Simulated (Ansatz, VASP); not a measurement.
**Two plane-wave programs on Au**

Contents of INCAR:

```
PREC     = Accurate       # precision mode
ENCUT    = 500            # plane-wave cutoff, eV
EDIFF    = 1E-7           # SCF threshold, eV
ISMEAR   = 0              # smearing method
SIGMA    = 0.1            # smearing width, eV
LREAL    = F              # projectors in reciprocal space
LASPH    = T              # aspherical terms in the spheres
NELM     = 120            # most SCF steps
ALGO     = Normal         # electronic algorithm
ISIF     = 3              # what is computed and relaxed
LWAVE    = F              # write WAVECAR
LCHARG   = F              # write CHGCAR
IBRION   = 2              # ionic algorithm
NSW      = 100            # ionic steps
EDIFFG   = -0.05          # ionic threshold
GGA_COMPAT= F            
NELMIN   = 4
```

Contents of KPOINTS:

```
regular mesh
0
Gamma
  6 6 4
```

POSCAR

```
Au
1.0
    2.8999984104      0.0000000000      0.0000000000
   -1.4499992052      2.5114722944      0.0000000000
    0.0000000000      0.0000000000      4.8800000000
Au
2
Direct
    0.3333333333      0.6666666667      0.7500000000
    0.6666666667      0.3333333333      0.2500000000
```

Input for Ansatz:

```yaml
crystal:
  lattice:
    - [2.8999984104, 0.0, 0.0]
    - [-1.4499992052, 2.5114722944, 0.0]
    - [0.0, 0.0, 4.88]
  atoms:
    - { symbol: Au, position: [0.3333333333, 0.6666666667, 0.75] }
    - { symbol: Au, position: [0.6666666667, 0.3333333333, 0.25] }
basis:
  ecutwfc: 420
kpoints:
  mp_grid: { grid: [6, 6, 4] }
hamiltonian:
  xc: lda
scf:
  occupations: { method: gaussian, width: 0.1 }
output:
  forces: true
  stress: true
  eigenvalues: true
relax:
  adjacent_minimum: "off"
  f_tol: 0.05
  max_steps: 80
  cell: { stress_tol: 0.5 }
```

Alike in both runs: task relaxation of cell and atoms; functional LDA; k mesh 6 × 6 × 4; occupations gaussian, width 0.1 eV; no spin polarisation.

|  | VASP | Ansatz |
| --- | --- | --- |
| version | VASP 6.6.1 | Ansatz 0.2.0 |
| potentials or method | VASP PAW LDA potentials, release 64 (Au), cutoff 500 eV | scalar-relativistic, plane waves, PAW |
| valence electrons in the cell | 22 | 38 |

```csv
,VASP,Ansatz,Ansatz less VASP
"gap on the k mesh at the Fermi level, each at its own relaxed structure (eV)",none,none,-
relaxed volume (Å³/atom),16.68,16.65,-0.027
relaxed cell length with the largest relative difference (Å),2.882,2.879,-0.0029
```

LDA's correlation is that of Perdew and Zunger in VASP and of Perdew and Wang (1992) in Ansatz. A gap of «none» marks a metal or a gap that the smearing closes. VASP's potentials hold 22 valence electrons a cell and Ansatz's 38, so a difference there can come from the potentials and not from the codes.

The k mesh is coarse, so the values compare programs but aren't converged. Neither program's run includes spin-orbit coupling.
